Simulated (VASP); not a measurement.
Here is a VASP 6.6.1 calculation.

File INCAR:

```
SYSTEM = AlCu
PREC = Accurate
ENCUT = 520
EDIFF = 1E-6
ISMEAR = -1
SIGMA = 0.05
LREAL = .False.
LASPH = .True.
NELM = 60
ALGO = Normal
ISIF = 2
LWAVE = .False.
LCHARG = .False.
GGA = PS
NBANDS = 14
```

KPOINTS

```
Automatic mesh
0
Gamma
  8 8 8
  0 0 0
```

The input POSCAR:

```
AlCu
1.0
    2.8724657871      0.0000000000      0.0000000000
    0.0000000000      2.8724657871      0.0000000000
    0.0000000000      0.0000000000      2.8724657871
Al Cu
1 1
Direct
    0.0000000000      0.0000000000      0.0000000000
    0.5000000000      0.5000000000      0.5000000000
```

Potentials or basis: VASP PAW PBE potentials, release 64 (Al, Cu).

Command:

```sh
$ cat potpaw_PBE.64/Al/POTCAR potpaw_PBE.64/Cu/POTCAR > POTCAR
$ mpirun -np 1 vasp_std > vasp.out
```

(1) Estimate the pressure.

(2) What does it give for the band gap on the k mesh?

Results:

(1) 14.3 GPa.

(2) zero (band 7 reaches 14.80 eV, above the bottom of band 8 at 9.76 eV).

Caveat: the PAW data sets were made with another functional, which shifts forces and pressure a little.
